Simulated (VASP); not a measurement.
# Si: single point with r2SCAN

The system is Si.

```xyz
8
Lattice="5.3906 0.0277 -0.0690 -0.0277 -5.5048 -0.0213 0.0690 -0.0213 -5.3706" Properties=species:S:1:pos:R:3 pbc="T T T"
Si    2.6813    0.2137    0.0544
Si   -0.1537   -2.9302   -0.4058
Si    0.0099    0.2045   -2.6763
Si    2.8827   -3.0154   -2.4666
Si    4.1055   -4.1865   -3.8498
Si    1.6146   -1.2712   -4.1768
Si    1.4288   -4.1689   -1.4385
Si    3.7267   -1.3411   -1.4233
```

This cell differs from its parent crystal: atoms moved at random and the cell strained at random.

```yaml
Program: VASP 6.6.1
Task: single point
Functional: r2SCAN
Potentials_or_basis: VASP PAW PBE potentials, release 64 (Si)
Cutoff: 520 eV
k_mesh: 6 × 6 × 6
Occupations: gaussian, width 0.05 eV
Spin: no spin polarisation
Dipole_correction: no
Further_INCAR_settings: ALGO = Normal; EDIFF = 1e-06; NBANDS = 26
```

- Pressure: 8.6 GPa
- Largest force: 7.425 eV/Å
- Band gap on the k mesh: zero (bands 16 and 17 overlap by 0.23 eV)

Forces in eV/Å, atoms in the order of the input:
```
Si   1.318 -0.833 -0.001
Si  -0.112  1.720  2.972
Si   3.445 -6.308  1.864
Si  -0.979  2.458 -2.950
Si  -1.582  3.323 -5.610
Si  -2.890 -2.370  1.704
Si  -2.074 -0.362  1.065
Si   2.873  2.371  0.956
```

Stress tensor (GPa, compression positive):
```
 9.80 -1.18  3.20
-1.18  8.49 -2.58
 3.20 -2.58  7.49
```

Levels at points of the mesh, in eV from the Fermi level:
| k point | band 12 | band 13 | band 14 | band 15 | band 16 | band 17 | band 18 | band 19 | band 20 | band 21 |
| --- | --- | --- | --- | --- | --- | --- | --- | --- | --- | --- |
| (0.00, 0.00, 0.00) | -3.20 | -3.16 | -1.10 | -0.48 | -0.10 | 0.05 | 0.21 | 0.92 | 1.00 | 1.16 |
| (0.50, 0.00, 0.00) | -3.01 | -2.82 | -2.35 | -1.27 | -1.01 | 0.43 | 1.02 | 2.03 | 2.30 | 3.22 |
| (0.00, 0.50, 0.00) | -3.22 | -2.84 | -2.75 | -1.32 | -0.66 | 0.46 | 0.94 | 2.21 | 2.65 | 3.52 |
| (0.50, 0.50, 0.00) | -3.34 | -2.53 | -1.92 | -1.11 | -0.67 | 1.34 | 1.77 | 2.07 | 2.67 | 3.99 |
| (0.00, 0.00, 0.50) | -3.07 | -2.66 | -2.36 | -1.39 | -1.36 | 0.62 | 0.90 | 2.28 | 2.73 | 3.75 |
| (0.50, 0.00, 0.50) | -3.62 | -2.74 | -1.81 | -0.97 | -0.14 | 1.70 | 1.79 | 2.10 | 2.70 | 3.80 |
| (0.00, 0.50, 0.50) | -3.44 | -2.72 | -1.68 | -0.83 | -0.60 | 1.38 | 1.69 | 1.90 | 2.70 | 3.74 |
| (0.50, 0.50, 0.50) | -1.90 | -1.32 | -0.92 | -0.27 | 0.11 | 0.71 | 1.12 | 1.45 | 1.63 | 2.24 |

It took 14 min on 1 thread of AMD EPYC 9R45 96-Core Processor (Zen 5), with other jobs on the host, peak memory 0.43 GiB.

Caveat: the cell differs from its parent crystal (atoms moved at random and the cell strained at random); the cell stands under pressure; semilocal functionals underestimate gaps, so a narrow gap can read as zero; the PAW data sets were made with another functional, which shifts forces and pressure a little.
